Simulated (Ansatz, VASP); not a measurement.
# Two plane-wave programs on ZrC

The input POSCAR:

```
ZrC
1.0
    0.0000000000      2.3516468418      2.3516468418
    2.3516468418      0.0000000000      2.3516468418
    2.3516468418      2.3516468418      0.0000000000
Zr C
1 1
Direct
    0.5000000000      0.5000000000      0.5000000000
    0.0000000000      0.0000000000      0.0000000000
```

The input INCAR.step1:

```
PREC = Accurate ; ENCUT = 660
ISMEAR = 0 ; SIGMA = 0.05
LREAL = False ; LASPH = True
NELM = 120 ; NBANDS = 15
GGA = PE ; ALGO = Normal
EDIFF = 1E-5 ; LWAVE = True
LCHARG = False ; GGA_COMPAT = False
```

File INCAR.step2:

```
PREC = Accurate ; ENCUT = 660
EDIFF = 1E-6 ; ISMEAR = 0
SIGMA = 0.05 ; LREAL = False
LASPH = True ; NELM = 120
ALGO = Normal ; ISIF = 2
LWAVE = False ; LCHARG = False
METAGGA = R2SCAN ; LMIXTAU = True
IVDW = 13 ; VDW_S6 = 1.0
VDW_S8 = 0.6018749 ; VDW_A1 = 0.51559235
VDW_A2 = 5.77342911 ; NBANDS = 15
ISTART = 1 ; GGA_COMPAT = False
```

File KPOINTS:

```
regular mesh
0
Gamma
  8 8 8
```

Input for Ansatz:

```yaml
crystal:
  lattice:
    - [0.0, 2.3516468418, 2.3516468418]
    - [2.3516468418, 0.0, 2.3516468418]
    - [2.3516468418, 2.3516468418, 0.0]
  atoms:
    - { symbol: Zr, position: [0.5, 0.5, 0.5] }
    - { symbol: C, position: [0.0, 0.0, 0.0] }
basis:
  ecutwfc: 500
  ecutrho_ratio: 4
kpoints:
  mp_grid: { grid: [8, 8, 8] }
hamiltonian:
  xc: r2scan
  dispersion: d4
scf:
  occupations: { method: gaussian, width: 0.05 }
output:
  forces: true
  stress: true
  eigenvalues: true
```

Alike in both runs: task single point; functional r2SCAN; dispersion D4; k mesh 8 × 8 × 8; occupations gaussian, width 0.05 eV; no spin polarisation.

```csv
,VASP,Ansatz
version,VASP 6.6.1,Ansatz 0.2.0
potentials or method,"VASP PAW PBE potentials, release 64 (Zr_sv, C), cutoff 660 eV","scalar-relativistic, plane waves, PAW"
valence electrons in the cell,16,16
```

|  | VASP | Ansatz | Ansatz less VASP |
| --- | --- | --- | --- |
| gap on the k mesh at the Fermi level (eV) | none | none | - |
| pressure (GPa) | 0.1 | 0.0 | -0.11 |

VASP's potentials were made for PBE, not for r2SCAN. A gap of «none» marks a metal or a gap that the smearing closes.
